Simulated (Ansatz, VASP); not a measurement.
## HfH2 in VASP and in Ansatz

```
Hf H
1.0
    -1.71322    1.71322    2.12313
     1.71322   -1.71322    2.12313
     1.71322    1.71322   -2.12313
Hf H
1 2
Direct
  0.00000 0.00000 0.00000
  0.25000 0.75000 0.50000
  0.75000 0.25000 0.50000
```

Change from the starting cell: volume scaled by 0.97.

Alike in both runs: task single point; functional LDA; k mesh 15 × 15 × 15; occupations fermi-dirac, width 0.03 eV; no spin polarisation.

|  | VASP | Ansatz |
| --- | --- | --- |
| version | VASP 6.6.1 | Ansatz 0.2.0 |
| potentials or method | VASP PAW LDA potentials, release 64 (Hf_pv, H), cutoff 520 eV | all-electron LAPW, scalar-relativistic |

```csv
,VASP,Ansatz,Ansatz less VASP
pressure (GPa),-0.3,-0.2,+0.09
"traceless stress, the component that is largest in VASP (GPa)",-0.82,-0.83,-0.014
```

LDA's correlation is that of Perdew and Zunger in VASP and of Perdew and Wang (1992) in Ansatz. Ansatz ran all-electron here, and VASP with PAW potentials.

Neither program's run includes spin-orbit coupling.
